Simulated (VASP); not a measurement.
# BiF (P6_3/mmc) in VASP: notebook, part 2 of 2

VASP 6.6.1.

## 3. Single point, PBE

This run uses another cell than the first one, of 22.59 Å³/atom.

INCAR reads:

```
PREC = Accurate
ENCUT = 520
EDIFF = 1E-6
ISMEAR = 0
SIGMA = 0.1
LREAL = False
LASPH = True
NELM = 60
ALGO = Fast
ISIF = 2
LWAVE = False
LCHARG = False
GGA = PE
NBANDS = 54
```

KPOINTS reads:

```
regular mesh
0
Gamma
  6 6 2
```

POSCAR reads:

```
BiF
1.0
    5.0806406314      0.0000000000      0.0000000000
   -2.5403203157      4.3999638543      0.0000000000
    0.0000000000      0.0000000000      8.0855326015
Bi F
4 4
Direct
    0.3333333333      0.6666666667      0.9538723203
    0.6666666667      0.3333333333      0.0461276797
    0.6666666667      0.3333333333      0.4538723203
    0.3333333333      0.6666666667      0.5461276797
    0.6666666667      0.3333333333      0.7500000000
    0.0000000000      0.0000000000      0.0000000000
    0.3333333333      0.6666666667      0.2500000000
    0.0000000000      0.0000000000      0.5000000000
```

Potentials or basis: VASP PAW PBE potentials, release 64 (Bi_d, F).

Started as:

```
> cat potpaw_PBE.64/Bi_d/POTCAR potpaw_PBE.64/F/POTCAR > POTCAR
> mpirun -np 1 vasp_std > vasp.out
```

OUTCAR:

```text
PREC = Accurate
   ENCUT = 520
   EDIFF = 1E-6
   ISMEAR = 0
   LREAL = False
   LASPH = True
   NELM = 60
   ISIF = 2
   GGA = PE

 ion  position               nearest neighbor table
   1  0.333  0.667  0.954-   7 2.39   2 3.03   2 3.03   2 3.03   4 3.30
   2  0.667  0.333  0.046-   5 2.39   1 3.03   1 3.03   1 3.03   3 3.30
   3  0.667  0.333  0.454-   5 2.39   4 3.03   4 3.03   4 3.03   2 3.30
   4  0.333  0.667  0.546-   7 2.39   3 3.03   3 3.03   3 3.03   1 3.30
   5  0.667  0.333  0.750-   2 2.39   3 2.39
   6  0.000  0.000  0.000-
   7  0.333  0.667  0.250-   1 2.39   4 2.39
   8  0.000  0.000  0.500-

  LATTYP: Found a hexagonal cell.
 ALAT       =     5.0806406314
 C/A-ratio  =     1.5914395818

  Lattice vectors:

 A1 = (   5.0806406314,   0.0000000000,   0.0000000000)
 A2 = (  -2.5403203157,   4.3999638543,   0.0000000000)
 A3 = (   0.0000000000,   0.0000000000,   8.0855326015)

[... 178 lines left out ...]

 E-fermi :   4.4001     XC(G=0):  -9.3567

 val. band max:        4.3617525054   @ k =   0.3333   0.1667   0.5000
 cond. band min:       4.5103240350   @ k =   0.3333  -0.0000   0.0000
 fundamental gap:      0.1485715295
 Fermi energy:         4.4000804235

 k-point     1 :       0.0000    0.0000    0.0000
  band No.  band energies     occupation
      1     -18.9351      2.00000
      2     -18.9205      2.00000
      3     -18.5060      2.00000
      4     -18.5060      2.00000
      5     -18.4895      2.00000
      6     -18.4895      2.00000
[... 787 lines left out ...]
     53      12.2173      0.00000
     54      12.2192      0.00000

------------------------ aborting loop because EDIFF is reached ----------------------------------------

  FORCE on cell =-STRESS in cart. coord.  units (eV):
  Direction    XX          YY          ZZ          XY          YZ          ZX
  --------------------------------------------------------------------------------------
  -------------------------------------------------------------------------------------
  Total        0.0675692      0.0675692      0.2065794      0.0000000      0.0000000      0.0000000
  in kB        0.5989401      0.5989401      1.8311392      0.0000000      0.0000000      0.0000000
  external PRESSURE =       1.0096731 kB  Pullay stress =       0.0000000 kB

 VOLUME and BASIS-vectors are now :
 -----------------------------------------------------------------------------
  energy-cutoff  :      520.00
  volume of cell :      180.75
      direct lattice vectors                 reciprocal lattice vectors
     5.080640631  0.000000000  0.000000000     0.196825572  0.113637297  0.000000000
    -2.540320316  4.399963854  0.000000000     0.000000000  0.227274594  0.000000000
     0.000000000  0.000000000  8.085532602     0.000000000  0.000000000  0.123677691

 POSITION                                       TOTAL-FORCE (eV/Angst)
 -----------------------------------------------------------------------------------
     -0.00000      2.93331      7.71257         0.000000      0.000000     -0.046466
      2.54032      1.46665      0.37297         0.000000     -0.000000      0.046466
      2.54032      1.46665      3.66980        -0.000000     -0.000000     -0.046466
     -0.00000      2.93331      4.41573         0.000000      0.000000      0.046466
      2.54032      1.46665      6.06415         0.000000     -0.000000      0.000000
      0.00000      0.00000      0.00000         0.000000      0.000000      0.000000
     -0.00000      2.93331      2.02138        -0.000000      0.000000      0.000000
      0.00000      0.00000      4.04277         0.000000      0.000000      0.000000
 -----------------------------------------------------------------------------------
    total drift:                               -0.000001      0.000001     -0.000000

  FREE ENERGIE OF THE ION-ELECTRON SYSTEM (eV)
  ---------------------------------------------------
  free  energy   TOTEN  =       -31.9806890937 eV

  energy  without entropy=      -31.9609787945  energy(sigma->0) =      -31.97083394
```

OSZICAR:

```text
N       E                     dE             d eps       ncg     rms          rms(c)
DAV:   1     0.118968498566E+04    0.11897E+04   -0.44155E+04  1524   0.193E+03
DAV:   2     0.166467482591E+03   -0.10232E+04   -0.99276E+03  1568   0.573E+02
DAV:   3    -0.244453674249E+02   -0.19091E+03   -0.18599E+03  1752   0.239E+02
DAV:   4    -0.367479185128E+02   -0.12303E+02   -0.12171E+02  1696   0.627E+01
DAV:   5    -0.371963327561E+02   -0.44841E+00   -0.44824E+00  1810   0.126E+01    0.123E+01
RMM:   6    -0.322273072486E+02    0.49690E+01   -0.19236E+01  1698   0.151E+01    0.473E+00
RMM:   7    -0.320466984410E+02    0.18061E+00   -0.12545E+00  1916   0.517E+00    0.271E+00
RMM:   8    -0.319765632218E+02    0.70135E-01   -0.79914E-01  1843   0.411E+00    0.837E-01
RMM:   9    -0.319789468900E+02   -0.23837E-02   -0.16278E-01  2203   0.202E+00    0.408E-01
RMM:  10    -0.319793830448E+02   -0.43615E-03   -0.33339E-02  2105   0.821E-01    0.184E-01
RMM:  11    -0.319811992635E+02   -0.18162E-02   -0.59520E-03  1787   0.554E-01    0.115E-01
RMM:  12    -0.319806585217E+02    0.54074E-03   -0.17549E-03  2095   0.270E-01    0.257E-02
RMM:  13    -0.319806730475E+02   -0.14526E-04   -0.69108E-04  2118   0.151E-01    0.173E-02
RMM:  14    -0.319806933062E+02   -0.20259E-04   -0.18812E-04  2450   0.647E-02    0.136E-02
RMM:  15    -0.319806890838E+02    0.42225E-05   -0.24534E-05  1984   0.254E-02    0.366E-03
RMM:  16    -0.319806890937E+02   -0.99772E-08   -0.61354E-06  1670   0.134E-02
   1 F= -.31980689E+02 E0= -.31970834E+02  d E =-.197103E-01
```

stdout:

```text
POSCAR found type information on POSCAR BiF
 POSCAR found :  2 types and       8 ions
 scaLAPACK will be used
 LDA part: xc-table for (Slater+PW92), standard interpolation
 POSCAR, INCAR and KPOINTS ok, starting setup
 FFT: planning ... GRIDC
 FFT: planning ... GRID_SOFT
 FFT: planning ... GRID
 WAVECAR not read
 entering main loop
WARNING in EDDRMM: call to ZHEGV failed, returncode =   6  3     52
```

Wall time 4 min (1 thread of Oxide Virtual Turin-like, shared host); peak memory 0.31 GiB.

Results:

- Free energy: -31.9807 eV
- Pressure: 0.1 GPa
- Largest force: 0.046 eV/Å
- Band gap on the k mesh: zero (bands 44 and 45 overlap by 1.00 eV)

Forces on the atoms (eV/Å):
```
Bi   0.000  0.000 -0.046
Bi   0.000  0.000  0.046
Bi   0.000  0.000 -0.046
Bi   0.000  0.000  0.046
F    0.000  0.000  0.000
F    0.000  0.000  0.000
F    0.000  0.000  0.000
F    0.000  0.000  0.000
```

Caveat: the k points lie up to 0.39 Å⁻¹ apart, too coarse for converged energies and pressures of a metal; spin-orbit coupling is left out, which moves the levels of the heavy elements.

The gap in the log of VASP goes by the Fermi energy; the results here count the filled bands.